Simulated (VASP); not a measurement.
The system is KF.

```
K F
1.0
     0.00000    3.23894    3.23894
     3.23894    0.00000    3.23894
     3.23894    3.23894    0.00000
K F
1 1
Direct
  0.75000 0.75000 0.75000
  0.00000 0.00000 0.00000
```

This cell differs from its parent crystal: atoms taken out.

| Item | Value |
| --- | --- |
| Program | VASP 6.6.1 |
| Task | relaxation of cell and atoms |
| Functional | PBE |
| Potentials or basis | VASP PAW PBE potentials, release 64 (K_sv, F) |
| Cutoff | 600 eV |
| k mesh | 6 × 6 × 6 |
| Occupations | gaussian, width 0.02 eV |
| Spin | no spin polarisation |

At the start: pressure -3.0 GPa; volume 33.98 Å³/atom.

Task: Where does the relaxation end?

Result: Over 5 steps the energy falls by 90.3 meV/atom and the volume is 26.34 Å³/atom (-22.5 %); space group F-43m (No. 216, to 0.1 Å) before and after.

The path:
```tsv
step	energy change (eV)	largest force (eV/Å)	pressure (GPa)	volume (Å³)
1	0.0000	0.0000	-2.95	67.96
2	-0.1004	0.0000	-2.35	61.98
3	-0.1759	0.0000	-0.72	54.64
4	-0.1801	0.0000	0.24	52.07
5	-0.1806	0.0000	-0.01	52.68
```

Final structure:
```xyz
2
Lattice="0.0000 2.9754 2.9754 2.9754 0.0000 2.9754 2.9754 2.9754 0.0000" Properties=species:S:1:pos:R:3 pbc="T T T"
K     4.4631    4.4631    4.4631
F     0.0000    0.0000    0.0000
```

Caveat: the cell differs from its parent crystal (atoms taken out); the volume moved by over 15 % at a fixed basis, so the end points are rough.
